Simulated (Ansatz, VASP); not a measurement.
## Two plane-wave programs on LiVB2

POSCAR

```
LiVB2
1.0
    2.8077404500      0.0000000000      0.0000000000
   -1.4038702300      2.4315809100      0.0000000000
   -1.4038702300      0.8105273100      4.8731668100
V B Li
1 2 1
Direct
    0.5000000000      0.5000000000      0.5000000000
    0.2418000000      0.7582000000      0.7254000000
    0.7582000000      0.2418000000      0.2746000000
    0.0000000000      0.0000000000      0.0000000000
```

Contents of INCAR.step1:

```
PREC     = Accurate       # precision mode
ENCUT    = 520            # plane-wave cutoff, eV
ISMEAR   = -1             # smearing method
SIGMA    = 0.1            # smearing width, eV
LREAL    = F              # projectors in reciprocal space
LASPH    = T              # aspherical terms in the spheres
NELM     = 80             # most SCF steps
NBANDS   = 19             # bands
GGA      = PE             # functional
ALGO     = Normal         # electronic algorithm
EDIFF    = 1E-4           # SCF threshold, eV
LWAVE    = T              # write WAVECAR
LCHARG   = F              # write CHGCAR
```

Contents of INCAR.step2:

```
PREC     = Accurate       # precision mode
ENCUT    = 520            # plane-wave cutoff, eV
EDIFF    = 1E-6           # SCF threshold, eV
ISMEAR   = -1             # smearing method
SIGMA    = 0.1            # smearing width, eV
LREAL    = F              # projectors in reciprocal space
LASPH    = T              # aspherical terms in the spheres
NELM     = 80             # most SCF steps
ALGO     = Normal         # electronic algorithm
ISIF     = 2              # what is computed and relaxed
LWAVE    = F              # write WAVECAR
LCHARG   = T              # write CHGCAR
METAGGA  = R2SCAN         # meta-GGA
LMIXTAU  = T            
LELF     = T              # ELF
LVHAR    = T            
NBANDS   = 19             # bands
ISTART   = 1
```

File KPOINTS:

```
Automatic mesh
0
Gamma
  10 10 10
```

Input for Ansatz:

```yaml
crystal:
  lattice:
    - [2.80774045, 0.0, 0.0]
    - [-1.40387023, 2.43158091, 0.0]
    - [-1.40387023, 0.81052731, 4.87316681]
  atoms:
    - { symbol: V, position: [0.5, 0.5, 0.5] }
    - { symbol: B, position: [0.2418, 0.7582, 0.7254] }
    - { symbol: B, position: [0.7582, 0.2418, 0.2746] }
    - { symbol: Li, position: [0.0, 0.0, 0.0] }
  symmetry: { tolerance: 0.0003 }
kpoints:
  mp_grid: { grid: [10, 10, 10], shift: [0, 0, 0] }
  band_path:
    path:
      - [0.0, 0.0, 0.0]
      - [0.0, 0.0, 0.5]
      - [0.62978165, -0.31489082, 0.18510918]
      - [0.68510918, -0.37021835, -0.18510918]
      - [0.5, 0.0, 0.0]
      - [0.0, 0.0, 0.0]
      - [0.68510918, -0.34255459, -0.34255459]
      - [0.65744541, -0.34255459, 0.0]
      - [0.5, -0.5, 0.0]
      - [0.0, 0.0, 0.0]
    npoints: 6
magnetization:
  spin_polarized: false
scf:
  occupations: { method: fermi_dirac }
  lower_state_search: "off"
  max_iter: 200
hamiltonian:
  pseudopotentials: { kind: paw }
  xc: r2scan
basis:
  ecutwfc: 500
  fft_grid_basis: typed
output:
  forces: true
  stress: true
  eigenvalues: true
  bader: true
  populations: true
  elf: true
  write_potential: true
  volumetric_format: npy
  dos:
    e_range: [-12, 8]
    de: 0.05
    projected: { site_lists: { B: [B], Li: [Li], V: [V] } }
checkpoint:
  read: saved_state
```

Alike in both runs: task single point; functional r2SCAN; k mesh 10 × 10 × 10; no spin polarisation.

```csv
,VASP,Ansatz
version,VASP 6.6.1,Ansatz 0.2.0
potentials or method,"VASP PAW PBE potentials, release 64 (V_sv, B, Li_sv), cutoff 520 eV",PAW plane waves
occupations,"fermi-dirac, width 0.1 eV",fermi-dirac
valence electrons in the cell,22,22
```

Ansatz gave:

- rms of the force components (eV/Å): 0.737

Task: Which values does VASP return?

Result: rms of the force components (eV/Å): 0.724.

VASP's potentials were made for PBE, not for r2SCAN. Atom by atom the forces differ by 0.013 eV/Å (rms over components). Ansatz's warnings: structure snapped to symmetry.

Noted on VASP's run: the cutoff is under 1.25 times that of the potentials, so the pressure is a little rough.
